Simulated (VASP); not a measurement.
# Cs2AgBiBr6 (Fm-3m) in VASP: notebook

The runs below take Cs2AgBiBr6 through single point, with LDA+U, PBEsol+U.

Program: VASP 6.6.1. These are calculated values, not measurements. Logs are shortened: lines on timing, memory, paths and dates and some standing lists are left out, and cuts for length are marked.

## (1) The cell of the first run

The structure is cubic, space group Fm-3m (No. 225). Conventional cell: a = 11.232 Å, b = 11.232 Å, c = 11.232 Å, α = 90.00°, β = 90.00°, γ = 90.00°. Bi (site symmetry m-3m) has 6 Br at 2.81 Å within 3.7 Å. Within 5.2 Å of Cs (site symmetry -43m) lie 12 Br at 3.97 Å and 4 Bi at 4.86 Å and 4 Ag at 4.86 Å. Ag (site symmetry m-3m) has 6 Br at 2.80 Å within 3.7 Å. Br (site symmetry 4mm) has 1 Ag at 2.80 Å and 1 Bi at 2.81 Å within 3.7 Å.

## (2) Single point, LDA+U

Input file INCAR:

```
ALGO     = Normal         # electronic algorithm
EDIFF    = 1E-7           # SCF threshold, eV
ENCUT    = 520            # plane-wave cutoff, eV
GGA      = CA             # functional
ISIF     = 2              # what is computed and relaxed
ISMEAR   = -1             # smearing method
LASPH    = True           # aspherical terms in the spheres
LCHARG   = False          # write CHGCAR
LDAU     = True           # DFT+U
LDAUJ    = 0 0 0 0      
LDAUL    = -1 -1 2 -1     # shell
LDAUPRINT= 1            
LDAUTYPE = 2            
LDAUU    = 0 0 1 0        # U, eV
LMAXMIX  = 4              # l up to which the mixer works
LREAL    = False          # projectors in reciprocal space
LWAVE    = False          # write WAVECAR
NBANDS   = 54             # bands
NELM     = 150            # most SCF steps
PREC     = Accurate       # precision mode
SIGMA    = 0.05           # smearing width, eV
```

Input file KPOINTS:

```
k-points
0
Gamma
  4 4 4
```

Input file POSCAR:

```
Cs2AgBiBr6
1.0
    0.0000000000      5.6161000000      5.6161000000
    5.6161000000      0.0000000000      5.6161000000
    5.6161000000      5.6161000000      0.0000000000
Bi Cs Ag Br
1 2 1 6
Direct
    0.0000000000      0.0000000000      0.0000000000
    0.7500000000      0.7500000000      0.7500000000
    0.2500000000      0.2500000000      0.2500000000
    0.5000000000      0.5000000000      0.5000000000
    0.7494500000      0.7494500000      0.2505500000
    0.2505500000      0.2505500000      0.7494500000
    0.7494500000      0.2505500000      0.2505500000
    0.7494500000      0.2505500000      0.7494500000
    0.2505500000      0.7494500000      0.7494500000
    0.2505500000      0.7494500000      0.2505500000
```

Potentials or basis: VASP PAW LDA potentials, release 64 (Bi_d, Cs_sv, Ag, Br).

Command:

```console
$ cat potpaw_LDA.64/Bi_d/POTCAR potpaw_LDA.64/Cs_sv/POTCAR potpaw_LDA.64/Ag/POTCAR potpaw_LDA.64/Br/POTCAR > POTCAR
$ mpirun -np 1 vasp_std > vasp.out
```

OUTCAR:

```text
EDIFF = 1E-7
   ENCUT = 520
   GGA = CA
   ISIF = 2
   ISMEAR = -1
   LASPH = True
   LREAL = False
   NELM = 150
   PREC = Accurate

 ion  position               nearest neighbor table
   1  0.000  0.000  0.000-   5 2.81   6 2.81   7 2.81   8 2.81   9 2.81  10 2.81
   2  0.750  0.750  0.750-
   3  0.250  0.250  0.250-
   4  0.500  0.500  0.500-   5 2.80   6 2.80   7 2.80   8 2.80   9 2.80  10 2.80
   5  0.749  0.749  0.251-   4 2.80   1 2.81
   6  0.251  0.251  0.749-   4 2.80   1 2.81
   7  0.749  0.251  0.251-   4 2.80   1 2.81
   8  0.749  0.251  0.749-   4 2.80   1 2.81
   9  0.251  0.749  0.749-   4 2.80   1 2.81
  10  0.251  0.749  0.251-   4 2.80   1 2.81

  LATTYP: Found a face centered cubic cell.
 ALAT       =    11.2322000000

  Lattice vectors:

 A1 = (   0.0000000000,   5.6161000000,   5.6161000000)
 A2 = (   5.6161000000,   0.0000000000,   5.6161000000)
 A3 = (   5.6161000000,   5.6161000000,   0.0000000000)

Analysis of symmetry for initial positions (statically):
=====================================================================
 Subroutine PRICEL returns:
 Original cell was already a primitive cell.

 Routine SETGRP: Setting up the symmetry group for a
 face centered cubic supercell.

 Subroutine GETGRP returns: Found 48 space group operations
 (whereof 48 operations were pure point group operations)
 out of a pool of 48 trial point group operations.

The static configuration has the point symmetry O_h .

Analysis of symmetry for dynamics (positions and initial velocities):
=====================================================================
 Subroutine PRICEL returns:
 Original cell was already a primitive cell.

 Routine SETGRP: Setting up the symmetry group for a
 face centered cubic supercell.

 Subroutine GETGRP returns: Found 48 space group operations
 (whereof 48 operations were pure point group operations)
 out of a pool of 48 trial point group operations.

The dynamic configuration has the point symmetry O_h .

 Subroutine INISYM returns: Found 48 space group operations
 (whereof 48 operations are pure point group operations),
 and found     1 'primitive' translations

----------------------------------------------------------------------------------------

                                     Primitive cell

  volume of cell :     354.2701

  direct lattice vectors                    reciprocal lattice vectors
     0.000000000  5.616100000  5.616100000    -0.089029754  0.089029754  0.089029754
     5.616100000  0.000000000  5.616100000     0.089029754 -0.089029754  0.089029754
     5.616100000  5.616100000  0.000000000     0.089029754  0.089029754 -0.089029754

  length of vectors
     7.942364788  7.942364788  7.942364788     0.154204057  0.154204057  0.154204057

  position of ions in fractional coordinates (direct lattice)
     0.000000000  0.000000000  0.000000000
     0.750000000  0.750000000  0.750000000
     0.250000000  0.250000000  0.250000000
     0.500000000  0.500000000  0.500000000
     0.749450000  0.749450000  0.250550000
     0.250550000  0.250550000  0.749450000
     0.749450000  0.250550000  0.250550000
     0.749450000  0.250550000  0.749450000
     0.250550000  0.749450000  0.749450000
     0.250550000  0.749450000  0.250550000

  ion indices of the primitive-cell ions
   primitive index   ion index
                 1           1
                 2           2
                 3           3
                 4           4
                 5           5
                 6           6
                 7           7
                 8           8
                 9           9
                10          10

----------------------------------------------------------------------------------------

 KPOINTS: k-points

Automatic generation of k-mesh.
 Grid dimensions read from file:
 generate k-points for:    4    4    4

 Generating k-lattice:

  Cartesian coordinates                     Fractional coordinates (reciprocal lattice)
    -0.022257438  0.022257438  0.022257438     0.250000000  0.000000000  0.000000000
     0.022257438 -0.022257438  0.022257438     0.000000000  0.250000000  0.000000000
     0.022257438  0.022257438 -0.022257438     0.000000000  0.000000000  0.250000000

  Length of vectors
     0.038551014  0.038551014  0.038551014

  Shift w.r.t. Gamma in fractional coordinates (k-lattice)
     0.000000000  0.000000000  0.000000000

 Subroutine IBZKPT returns following result:
 ===========================================

 Found      8 irreducible k-points:

 Following reciprocal coordinates:
            Coordinates               Weight
  0.000000  0.000000  0.000000      1.000000
  0.250000  0.000000  0.000000      8.000000
  0.500000  0.000000  0.000000      4.000000
  0.250000  0.250000  0.000000      6.000000
  0.500000  0.250000  0.000000     24.000000
 -0.250000  0.250000  0.000000     12.000000
  0.500000  0.500000  0.000000      3.000000
 -0.250000  0.500000  0.250000      6.000000
   k-points           NKPTS =      8   k-points in BZ     NKDIM =      8   number of bands    NBANDS=     54
   number of dos      NEDOS =    301   number of ions     NIONS =     10
   total plane-waves  NPLWV = 216000
   dimension x,y,z NGX =    60 NGY =   60 NGZ =   60
   dimension x,y,z NGXF=   120 NGYF=  120 NGZF=  120
   ions per type =               1   2   1   6
   NGX,Y,Z   is equivalent  to a cutoff of  12.56, 12.56, 12.56 a.u.
   NGXF,Y,Z  is equivalent  to a cutoff of  25.12, 25.12, 25.12 a.u.
 SYSTEM =  unknown system
   PREC   = accura    normal or accurate (medium, high low for compatibility)
   ISTART =      0    job   : 0-new  1-cont  2-samecut
   ICHARG =      2    charge: 1-file 2-atom 10-const
   ISPIN  =      1    spin polarized calculation?
   LNONCOLLINEAR =      F non collinear calculations
   LSORBIT =      F    spin-orbit coupling
   LASPH  =      T    aspherical Exc in radial PAW
   ENCUT  =  520.0 eV  38.22 Ry    6.18 a.u.  14.77 14.77 14.77*2*pi/ulx,y,z
   NELM   =    150;   NELMIN=  2; NELMDL= -5     # of ELM steps
   EDIFF  = 0.1E-06   stopping-criterion for ELM
   LREAL  =      F    real-space projection
   EDIFFG = 0.1E-05   stopping-criterion for IOM
   NSW    =      0    number of steps for IOM
   IBRION =     -1    ionic relax: 0-MD 1-quasi-New 2-CG
   NFREE  =      0    steps in history (QN), initial steepest desc. (CG)
   ISIF   =      2    stress and relaxation
   ISYM   =      2    0-nonsym 1-usesym 2-fastsym
   POTIM  = 0.5000    time-step for ionic-motion
   TEBEG  =    0.0;   TEEND  =   0.0 temperature during run
   PSTRESS=    0.0 pullay stress
   NELECT =      86.0000    total number of electrons
   NUPDOWN=      -1.0000    fix difference up-down
   EMIN   =  10.00;   EMAX   =-10.00  energy-range for DOS
   EFERMI =   0.00;   METHOD = LEGACY
   ISMEAR =    -1;   SIGMA  =   0.05  broadening in eV -4-tet -1-fermi 0-gaus
   EFERMI_NEDOS =   21; number of points for ismear=-14 and -15
   IALGO  =     38    algorithm
   IMIX   =      4    mixing-type and parameters
     AMIX     =   0.40;   BMIX     =  1.00
     AMIX_MAG =   1.60;   BMIX_MAG =  1.00
  volume/ion in A,a.u.               =      35.43       239.07
  Fermi-wavevector in a.u.,A,eV,Ry     =   1.021244  1.929871 14.190049  1.042939
  Thomas-Fermi vector in A             =   2.154858
   LORBIT       =      0    0 simple, 1 ext, 2 COOP (PROOUT), +10 PAW based schemes
 LDA+U is selected, type is set to LDAUTYPE =  2
   angular momentum for each species LDAUL =    -1   -1    2   -1
   U (eV)           for each species LDAUU =   0.0  0.0  1.0  0.0
   J (eV)           for each species LDAUJ =   0.0  0.0  0.0  0.0
   GGA     = CA    functional components
   LHFCALC =     F    Hartree Fock is set to
   AEXX    =    0.0000 exact exchange contribution
   IVDW    =     0    specifies the selected vdW correction
   LEPSILON=     F    determine dielectric tensor
   LRPA    =     F    only Hartree local field effects (RPA)
 non-spin polarized calculation
  energy-cutoff  :      520.00
  volume of cell :      354.27
 maximum number of plane-waves:      9577
   NGX = 29   NGY = 29   NGZ = 29

atom =   4  type =  3  l = 2

 onsite density matrix

spin component  1

  0.9361 -0.0000  0.0000  0.0000 -0.0000
 -0.0000  0.9361  0.0000  0.0000 -0.0000
  0.0000  0.0000  0.9399  0.0000  0.0000
  0.0000  0.0000  0.0000  0.9361  0.0000
 -0.0000 -0.0000  0.0000  0.0000  0.9399

spin component  2

  0.9361 -0.0000  0.0000  0.0000 -0.0000
 -0.0000  0.9361  0.0000  0.0000 -0.0000
  0.0000  0.0000  0.9399  0.0000  0.0000
  0.0000  0.0000  0.0000  0.9361  0.0000
 -0.0000 -0.0000  0.0000  0.0000  0.9399

 occupancies and eigenvectors

  o =  0.9361  v =  0.0000  0.9909  0.0000  0.1345  0.0000  0.0000  0.0000  0.0000  0.0000  0.0000      0.0000  0.0000  0.0000  0.0000  0.0000  0.0000  0.0000  0.0000  0.0000  0.0000
  o =  0.9361  v =  0.0000  0.0000  0.0000  0.0000  0.0000  0.0000  0.9909  0.0000  0.1345  0.0000      0.0000  0.0000  0.0000  0.0000  0.0000  0.0000  0.0000  0.0000  0.0000  0.0000
  o =  0.9361  v =  1.0000  0.0000  0.0000  0.0000  0.0000  0.0000  0.0000  0.0000  0.0000  0.0000      0.0000  0.0000  0.0000  0.0000  0.0000  0.0000  0.0000  0.0000  0.0000  0.0000
  o =  0.9361  v =  0.0000  0.0000  0.0000  0.0000  0.0000  1.0000  0.0000  0.0000  0.0000  0.0000      0.0000  0.0000  0.0000  0.0000  0.0000  0.0000  0.0000  0.0000  0.0000  0.0000
  o =  0.9361  v =  0.0000  0.0000  0.0000  0.0000  0.0000  0.0000 -0.1345 -0.0000  0.9909 -0.0000      0.0000  0.0000  0.0000  0.0000  0.0000  0.0000  0.0000  0.0000  0.0000  0.0000
  o =  0.9361  v =  0.0000 -0.1345 -0.0000  0.9909 -0.0000  0.0000  0.0000  0.0000  0.0000  0.0000      0.0000  0.0000  0.0000  0.0000  0.0000  0.0000  0.0000  0.0000  0.0000  0.0000
  o =  0.9399  v =  0.0000  0.0000  0.0000  0.0000  0.0000  0.0000 -0.0000 -0.0215 -0.0000  0.9998      0.0000  0.0000  0.0000  0.0000  0.0000  0.0000  0.0000  0.0000  0.0000  0.0000
  o =  0.9399  v =  0.0000 -0.0000 -0.0215 -0.0000  0.9998  0.0000  0.0000  0.0000  0.0000  0.0000      0.0000  0.0000  0.0000  0.0000  0.0000  0.0000  0.0000  0.0000  0.0000  0.0000
  o =  0.9399  v =  0.0000  0.0000 -0.9998 -0.0000 -0.0215  0.0000  0.0000  0.0000  0.0000  0.0000      0.0000  0.0000  0.0000  0.0000  0.0000  0.0000  0.0000  0.0000  0.0000  0.0000
  o =  0.9399  v =  0.0000  0.0000  0.0000  0.0000  0.0000  0.0000  0.0000 -0.9998 -0.0000 -0.0215      0.0000  0.0000  0.0000  0.0000  0.0000  0.0000  0.0000  0.0000  0.0000  0.0000

 number of electron      86.0000013 magnetization

 Free energy of the ion-electron system (eV)
  ---------------------------------------------------
  ext. energy  EPLUGINS =         0.00000000
  ---------------------------------------------------
  free energy    TOTEN  =       -33.86941943 eV

  energy without entropy =      -33.86941841  energy(sigma->0) =      -33.86941892

 E-fermi :   1.8066     XC(G=0):  -8.5672

 val. band max:        1.2094027633   @ k =   0.5000   0.5000   0.0000
 cond. band min:       2.4063126840   @ k =   0.5000   0.0000   0.0000
 fundamental gap:      1.1969099207
 Fermi energy:         1.8065963312

 k-point     1 :       0.0000    0.0000    0.0000
  band No.  band energies     occupation
      1     -21.7649      2.00000
      2     -21.7649      2.00000
      3     -21.7145      2.00000
      4     -21.7145      2.00000
      5     -21.7145      2.00000
      6     -19.4109      2.00000
[... 445 lines left out ...]
     53       7.0938      0.00000
     54       7.4376      0.00000

------------------------ aborting loop because EDIFF is reached ----------------------------------------

  FORCE on cell =-STRESS in cart. coord.  units (eV):
  Direction    XX          YY          ZZ          XY          YZ          ZX
  --------------------------------------------------------------------------------------
  -------------------------------------------------------------------------------------
  Total       -3.1042059     -3.1042059     -3.1042059     -0.0000000      0.0000000      0.0000000
  in kB      -14.0386911    -14.0386911    -14.0386911     -0.0000000      0.0000000      0.0000000
  external PRESSURE =     -14.0386911 kB  Pullay stress =       0.0000000 kB

 VOLUME and BASIS-vectors are now :
 -----------------------------------------------------------------------------
  energy-cutoff  :      520.00
  volume of cell :      354.27
      direct lattice vectors                 reciprocal lattice vectors
     0.000000000  5.616100000  5.616100000    -0.089029754  0.089029754  0.089029754
     5.616100000  0.000000000  5.616100000     0.089029754 -0.089029754  0.089029754
     5.616100000  5.616100000  0.000000000     0.089029754  0.089029754 -0.089029754

 POSITION                                       TOTAL-FORCE (eV/Angst)
 -----------------------------------------------------------------------------------
      0.00000      0.00000      0.00000        -0.000000     -0.000000      0.000000
      8.42415      8.42415      8.42415        -0.000000     -0.000000      0.000000
      2.80805      2.80805      2.80805        -0.000000      0.000000      0.000000
      5.61610      5.61610      5.61610        -0.000000     -0.000000      0.000000
      5.61610      5.61610      8.41797        -0.000000      0.000000     -0.330102
      5.61610      5.61610      2.81423        -0.000000      0.000000      0.330102
      2.81423      5.61610      5.61610         0.330102      0.000000      0.000000
      5.61610      8.41797      5.61610        -0.000000     -0.330102      0.000000
      8.41797      5.61610      5.61610        -0.330102      0.000000      0.000000
      5.61610      2.81423      5.61610        -0.000000      0.330102      0.000000
 -----------------------------------------------------------------------------------
    total drift:                                0.000000      0.000000     -0.000000

  FREE ENERGIE OF THE ION-ELECTRON SYSTEM (eV)
  ---------------------------------------------------
  free  energy   TOTEN  =       -33.8694194260 eV

  energy  without entropy=      -33.8694184078  energy(sigma->0) =      -33.86941892
```

Run time: 2 min. Hardware: 1 thread of Intel Xeon 6975P-C (Granite Rapids), shared host; peak memory 0.47 GiB.

What came out:

| Property | Result |
| --- | --- |
| Free energy | -33.8694 eV |
| Pressure | -1.4 GPa |
| Largest force | 0.330 eV/Å |
| Band gap on the k mesh | 1.20 eV (least direct gap 2.41 eV) |

Forces in eV/Å, atoms in the order of the input:
```
Bi   0.000  0.000  0.000
Cs   0.000  0.000  0.000
Cs   0.000  0.000  0.000
Ag   0.000  0.000  0.000
Br   0.000  0.000 -0.330
Br   0.000  0.000  0.330
Br   0.330  0.000  0.000
Br   0.000 -0.330  0.000
Br  -0.330  0.000  0.000
Br   0.000  0.330  0.000
```

Levels at points of the mesh, in eV from the valence-band top:
```tsv
k point	band 39	band 40	band 41	band 42	band 43	band 44	band 45	band 46	band 47	band 48
(0.00, 0.00, 0.00)	-1.11	-1.11	-1.11	-0.72	-0.72	2.25	2.25	2.25	3.35	4.33
(0.50, 0.00, 0.00)	-1.43	-1.43	-1.32	-1.24	-1.24	1.20	3.69	3.69	4.71	4.87
(0.50, 0.50, 0.00)	-1.55	-1.55	-1.13	-0.73	0.00	2.78	2.78	3.17	4.29	5.06
```

Eigenvalues of the final occupation matrices:
| site | spin | trace | eigenvalues |
| --- | --- | --- | --- |
| site 4 d | 1 | 4.69 | 0.94 0.94 0.94 0.94 0.94 |
| site 4 d | 2 | 4.69 | 0.94 0.94 0.94 0.94 0.94 |

Caveat: spin-orbit coupling is left out, which moves the levels of the heavy elements.

(Part 1 of 2 ends here.)
